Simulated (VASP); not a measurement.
Set up this calculation in VASP 6.6.1, as the native input.

```
Task                   : single point
Functional             : PBEsol
Potentials or basis    : VASP PAW PBE potentials, release 64 (S, Mg)
Cutoff                 : 520 eV
k mesh                 : 8 × 8 × 8
Occupations            : fermi-dirac, width 0.05 eV
Spin                   : no spin polarisation
Dipole correction      : no
Further INCAR settings : ALGO = Normal; EDIFF = 1e-06; NBANDS = 11
```

The structure of MgS lies in POSCAR:

```
MgS
1.0
    0.0000000000      2.5654875150      2.5654875150
    2.5654875150      0.0000000000      2.5654875150
    2.5654875150      2.5654875150      0.0000000000
S Mg
1 1
Direct
    0.2500000000      0.2500000000      0.2500000000
    0.0000000000      0.0000000000      0.0000000000
```

One way to write it, as run:

INCAR

```
PREC = Accurate ; ENCUT = 520
EDIFF = 1E-6 ; ISMEAR = -1
SIGMA = 0.05 ; LREAL = False
LASPH = True ; NELM = 100
ALGO = Normal ; ISIF = 2
LWAVE = False ; LCHARG = False
GGA = PS ; NBANDS = 11
```

KPOINTS

```
regular mesh
0
Gamma
  8 8 8
```

Potentials or basis: VASP PAW PBE potentials, release 64 (S, Mg).

Run with:

```bash
$ cat potpaw_PBE.64/S/POTCAR potpaw_PBE.64/Mg/POTCAR > POTCAR
$ mpirun -np 1 vasp_std > vasp.out
```

It gave:

```json
{
  "Pressure": "30.3 GPa",
  "Band gap on the k mesh": "3.29 eV, indirect (least direct gap 4.73 eV)"
}
```

Caveat: the PAW data sets were made with another functional, which shifts forces and pressure a little.

Run time: 6.8 s on 1 thread of Intel(R) Xeon(R) Platinum 8559C (Emerald Rapids), with other jobs on the host, peak memory 0.15 GiB.
